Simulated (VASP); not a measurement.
# GaN (I4/mmm) in VASP: settings compared

GaN is run at these levels: PBE, r2SCAN; tasks: single point.

All numbers are computed with VASP 6.6.1; they aren't measurements. Logs are shortened: lines on timing, memory, paths and dates and some standing lists are left out, and cuts for length are marked.

## Step 1: The cell of the first run

It takes space group I4/mmm (No. 139, tetragonal). The conventional cell has a = 2.837 Å, b = 2.837 Å, c = 4.217 Å, α = 90.00°, β = 90.00°, γ = 90.00°. Within 2.7 Å of Ga (site symmetry 4/mmm) lie 6 N at 2.01 to 2.11 Å. Within 2.7 Å of N (site symmetry 4/mmm) lie 6 Ga at 2.01 to 2.11 Å.

## Step 2: Single point, PBE (biaxial xy strain -4.9%)

Input file INCAR:

```
SYSTEM = GaN
  ALGO = Normal
  EDIFF = 1E-7
  ENCUT = 520
  GGA = PE
  ISIF = 2
  ISMEAR = -1
  LASPH = .TRUE.
  LCHARG = .FALSE.
  LREAL = .FALSE.
  LWAVE = .FALSE.
  NBANDS = 16
  NELM = 80
  PREC = Accurate
  SIGMA = 0.02
```

Input file KPOINTS:

```
k-points
0
G
  10 10 10
  0 0 0
```

Input file POSCAR:

```
GaN
1.0
    0.0000000000      2.0058305430      2.1085152350
    2.0058305430      0.0000000000      2.1085152350
    2.0058305430      2.0058305430      0.0000000000
Ga N
1 1
Direct
    0.0000000000      0.0000000000      0.0000000000
    0.5000000000      0.5000000000      0.5000000000
```

Potentials or basis: VASP PAW PBE potentials, release 64 (Ga_d, N).

The run is started by

```console
cat potpaw_PBE.64/Ga_d/POTCAR potpaw_PBE.64/N/POTCAR > POTCAR
mpirun -np 1 vasp_std > vasp.out
```

OUTCAR:

```text
SYSTEM = GaN
   EDIFF = 1E-7
   ENCUT = 520
   GGA = PE
   ISIF = 2
   ISMEAR = -1
   LASPH = .TRUE.
   LREAL = .FALSE.
   NELM = 80
   PREC = Accurate

 ion  position               nearest neighbor table
   1  0.000  0.000  0.000-   2 2.01   2 2.01   2 2.01   2 2.01   2 2.11   2 2.11
   2  0.500  0.500  0.500-   1 2.01   1 2.01   1 2.01   1 2.01   1 2.11   1 2.11

  LATTYP: Found a body centered tetragonal cell.
 ALAT       =     2.8366727577
 C/A-ratio  =     1.4866115446

  Lattice vectors:

 A1 = (  -2.0058305430,   0.0000000000,   2.1085152350)
 A2 = (   2.0058305430,   0.0000000000,   2.1085152350)
 A3 = (   0.0000000000,   2.0058305430,  -2.1085152350)

Analysis of symmetry for initial positions (statically):
=====================================================================
 Subroutine PRICEL returns:
 Original cell was already a primitive cell.

 Routine SETGRP: Setting up the symmetry group for a
 body centered tetragonal supercell.

 Subroutine GETGRP returns: Found 16 space group operations
 (whereof 16 operations were pure point group operations)
 out of a pool of 16 trial point group operations.

The static configuration has the point symmetry D_4h.

Analysis of symmetry for dynamics (positions and initial velocities):
=====================================================================
 Subroutine PRICEL returns:
 Original cell was already a primitive cell.

 Routine SETGRP: Setting up the symmetry group for a
 body centered tetragonal supercell.

 Subroutine GETGRP returns: Found 16 space group operations
 (whereof 16 operations were pure point group operations)
 out of a pool of 16 trial point group operations.

The dynamic configuration has the point symmetry D_4h.

 Subroutine INISYM returns: Found 16 space group operations
 (whereof 16 operations are pure point group operations),
 and found     1 'primitive' translations

----------------------------------------------------------------------------------------

                                     Primitive cell

  volume of cell :      16.9666

  direct lattice vectors                    reciprocal lattice vectors
     0.000000000  2.005830543  2.108515235    -0.249273301  0.249273301  0.237133691
     2.005830543  0.000000000  2.108515235     0.249273301 -0.249273301  0.237133691
     2.005830543  2.005830543  0.000000000     0.249273301  0.249273301 -0.237133691

  length of vectors
     2.910187737  2.910187737  2.836672758     0.424860853  0.424860853  0.424860853

  position of ions in fractional coordinates (direct lattice)
[... 75 lines left out ...]
   LSORBIT =      F    spin-orbit coupling
   LASPH  =      T    aspherical Exc in radial PAW
   ENCUT  =  520.0 eV  38.22 Ry    6.18 a.u.   5.41  5.41  5.27*2*pi/ulx,y,z
   NELM   =     80;   NELMIN=  2; NELMDL= -5     # of ELM steps
   EDIFF  = 0.1E-06   stopping-criterion for ELM
   LREAL  =      F    real-space projection
   EDIFFG = 0.1E-05   stopping-criterion for IOM
   NSW    =      0    number of steps for IOM
   IBRION =     -1    ionic relax: 0-MD 1-quasi-New 2-CG
   NFREE  =      0    steps in history (QN), initial steepest desc. (CG)
   ISIF   =      2    stress and relaxation
   ISYM   =      2    0-nonsym 1-usesym 2-fastsym
   POTIM  = 0.5000    time-step for ionic-motion
   TEBEG  =    0.0;   TEEND  =   0.0 temperature during run
   PSTRESS=    0.0 pullay stress
   NELECT =      18.0000    total number of electrons
   NUPDOWN=      -1.0000    fix difference up-down
   EMIN   =  10.00;   EMAX   =-10.00  energy-range for DOS
   EFERMI =   0.00;   METHOD = LEGACY
   ISMEAR =    -1;   SIGMA  =   0.02  broadening in eV -4-tet -1-fermi 0-gaus
   EFERMI_NEDOS =   21; number of points for ismear=-14 and -15
   IALGO  =     38    algorithm
   IMIX   =      4    mixing-type and parameters
     AMIX     =   0.40;   BMIX     =  1.00
     AMIX_MAG =   1.60;   BMIX_MAG =  1.00
  volume/ion in A,a.u.               =       8.48        57.25
  Fermi-wavevector in a.u.,A,eV,Ry     =   1.669683  3.155243 37.930867  2.787840
  Thomas-Fermi vector in A             =   2.755312
   LORBIT       =      0    0 simple, 1 ext, 2 COOP (PROOUT), +10 PAW based schemes
   GGA     = PE    functional components
   LHFCALC =     F    Hartree Fock is set to
   AEXX    =    0.0000 exact exchange contribution
   IVDW    =     0    specifies the selected vdW correction
   LEPSILON=     F    determine dielectric tensor
   LRPA    =     F    only Hartree local field effects (RPA)
 non-spin polarized calculation
  energy-cutoff  :      520.00
  volume of cell :       16.97
 maximum number of plane-waves:       475
 NGX is ok and might be reduce to    24
   NGX = 11   NGY = 11   NGZ = 11

 number of electron      18.0000001 magnetization

 Free energy of the ion-electron system (eV)
  ---------------------------------------------------
  ext. energy  EPLUGINS =         0.00000000
  ---------------------------------------------------
  free energy    TOTEN  =       -10.89366079 eV

  energy without entropy =      -10.89366079  energy(sigma->0) =      -10.89366079

 E-fermi :   9.8282     XC(G=0): -13.6957

 val. band max:        9.4179573108   @ k =  -0.2000   0.2000   0.0000
 cond. band min:      10.4407935105   @ k =   0.5000   0.0000   0.5000
 fundamental gap:      1.0228361997
 Fermi energy:         9.8281881339

 k-point     1 :       0.0000    0.0000    0.0000
  band No.  band energies     occupation
      1      -9.1514      2.00000
      2      -4.7023      2.00000
      3      -4.6567      2.00000
      4      -4.6567      2.00000
      5      -4.5865      2.00000
      6      -4.5072      2.00000
[... 433 lines left out ...]
      3      -4.4855      2.00000
      4      -4.4563      2.00000
      5      -4.3671      2.00000
      6      -3.6389      2.00000
[... 8 lines left out ...]
     15      36.0921      0.00000
     16      36.7112      0.00000

 [... further k-points ...]
[... 5 lines left out ...]
  --------------------------------------------------------------------------------------
  -------------------------------------------------------------------------------------
  Total        5.0033239      5.0033239      3.1094975      0.0000000      0.0000000      0.0000000
  in kB      472.4697175    472.4697175    293.6334845      0.0000000      0.0000000      0.0000000
  external PRESSURE =     412.8576398 kB  Pullay stress =       0.0000000 kB

 VOLUME and BASIS-vectors are now :
 -----------------------------------------------------------------------------
  energy-cutoff  :      520.00
  volume of cell :       16.97
      direct lattice vectors                 reciprocal lattice vectors
     0.000000000  2.005830543  2.108515235    -0.249273301  0.249273301  0.237133691
     2.005830543  0.000000000  2.108515235     0.249273301 -0.249273301  0.237133691
     2.005830543  2.005830543  0.000000000     0.249273301  0.249273301 -0.237133691

 POSITION                                       TOTAL-FORCE (eV/Angst)
 -----------------------------------------------------------------------------------
      0.00000      0.00000      0.00000         0.000000      0.000000      0.000000
      2.00583      2.00583      2.10852         0.000000      0.000000     -0.000000
 -----------------------------------------------------------------------------------
    total drift:                                0.000000     -0.000000     -0.000000

  FREE ENERGIE OF THE ION-ELECTRON SYSTEM (eV)
  ---------------------------------------------------
  free  energy   TOTEN  =       -10.8936607854 eV

  energy  without entropy=      -10.8936607854  energy(sigma->0) =      -10.89366079
```

stdout:

```text
POSCAR found type information on POSCAR GaN
 POSCAR found :  2 types and       2 ions
 scaLAPACK will be used
 LDA part: xc-table for (Slater+PW92), standard interpolation
 POSCAR, INCAR and KPOINTS ok, starting setup
 FFT: planning ... GRIDC
 FFT: planning ... GRID_SOFT
 FFT: planning ... GRID
 WAVECAR not read
 entering main loop
```

Wall time 32 s (1 thread of AMD EPYC 7R13, shared host); peak memory 0.16 GiB.

What came out:

```
Free energy            : -10.8937 eV
Pressure               : 41.3 GPa
Band gap on the k mesh : 1.02 eV, indirect (least direct gap 3.92 eV)
```

Stress tensor (GPa, compression positive):
```
47.25  0.00  0.00
 0.00 47.25  0.00
 0.00  0.00 29.36
```

Levels at points of the mesh, in eV from the valence-band top:
```csv
k point,band 5,band 6,band 7,band 8,band 9,band 10,band 11,band 12,band 13,band 14
"(0.00, 0.00, 0.00)",-14.00,-13.93,-0.91,-0.91,-0.49,3.43,15.02,15.42,15.42,15.85
"(0.50, 0.00, 0.00)",-13.81,-13.77,-8.92,-0.44,-0.12,4.96,9.21,10.19,10.79,17.31
"(0.50, 0.50, 0.00)",-13.73,-11.20,-8.21,-3.36,-3.36,1.64,8.28,12.49,16.20,16.20
"(0.50, 0.00, 0.50)",-13.66,-10.63,-8.06,-4.06,-3.32,1.02,7.65,13.10,14.84,16.49
```

Caveat: the cell differs from its parent crystal (biaxial xy strain -4.9%).

## Step 3: Single point, r2SCAN (biaxial xy strain -4.9%)

POSCAR is that of step 2.

Input file INCAR.step1:

```
PREC     = Accurate       # precision mode
ENCUT    = 520            # plane-wave cutoff, eV
ISMEAR   = 0              # smearing method
SIGMA    = 0.01           # smearing width, eV
LREAL    = F              # projectors in reciprocal space
LASPH    = T              # aspherical terms in the spheres
NELM     = 80             # most SCF steps
NBANDS   = 16             # bands
GGA      = PE             # functional
ALGO     = Normal         # electronic algorithm
EDIFF    = 1E-4           # SCF threshold, eV
LWAVE    = T              # write WAVECAR
LCHARG   = F              # write CHGCAR
```

Input file INCAR.step2:

```
PREC     = Accurate       # precision mode
ENCUT    = 520            # plane-wave cutoff, eV
EDIFF    = 1E-6           # SCF threshold, eV
ISMEAR   = 0              # smearing method
SIGMA    = 0.01           # smearing width, eV
LREAL    = F              # projectors in reciprocal space
LASPH    = T              # aspherical terms in the spheres
NELM     = 80             # most SCF steps
ALGO     = Normal         # electronic algorithm
ISIF     = 2              # what is computed and relaxed
LWAVE    = F              # write WAVECAR
LCHARG   = T              # write CHGCAR
METAGGA  = R2SCAN         # meta-GGA
LMIXTAU  = T            
LELF     = T              # ELF
LVHAR    = T            
NBANDS   = 16             # bands
ISTART   = 1
```

Input file KPOINTS:

```
Automatic mesh
0
Gamma
  10 10 10
```

Potentials or basis: VASP PAW PBE potentials, release 64 (Ga_d, N).

The run is started by

```console
cat potpaw_PBE.64/Ga_d/POTCAR potpaw_PBE.64/N/POTCAR > POTCAR
cp INCAR.step1 INCAR
mpirun -np 1 vasp_std > vasp.out
cp INCAR.step2 INCAR
mpirun -np 1 vasp_std > vasp.out
```

Run time: 2.6 min. Hardware: 1 thread of AMD EPYC 7R13, shared host; peak memory 0.17 GiB.

The run converged. Its results:

| Item | Value |
| --- | --- |
| Free energy | -20.7703 eV |
| Pressure | 33.7 GPa |
| Band gap on the k mesh | 1.57 eV, indirect (least direct gap 4.56 eV) |

Stress tensor (GPa, compression positive):
```
39.64  0.00  0.00
 0.00 39.64  0.00
 0.00  0.00 21.72
```

Levels at points of the mesh, in eV from the valence-band top:
```csv
k point,band 5,band 6,band 7,band 8,band 9,band 10,band 11,band 12,band 13,band 14
"(0.00, 0.00, 0.00)",-14.41,-14.34,-0.94,-0.94,-0.52,4.04,15.75,16.16,16.16,16.96
"(0.50, 0.00, 0.00)",-14.20,-14.15,-9.05,-0.47,-0.12,5.64,9.95,10.95,11.79,18.51
"(0.50, 0.50, 0.00)",-14.11,-11.71,-8.33,-3.45,-3.45,2.18,8.97,13.67,17.43,17.43
"(0.50, 0.00, 0.50)",-14.05,-11.17,-8.18,-4.16,-3.42,1.57,8.33,14.29,16.02,17.75
```

Caveat: the cell differs from its parent crystal (biaxial xy strain -4.9%); the PAW data sets were made with another functional, which shifts forces and pressure a little.
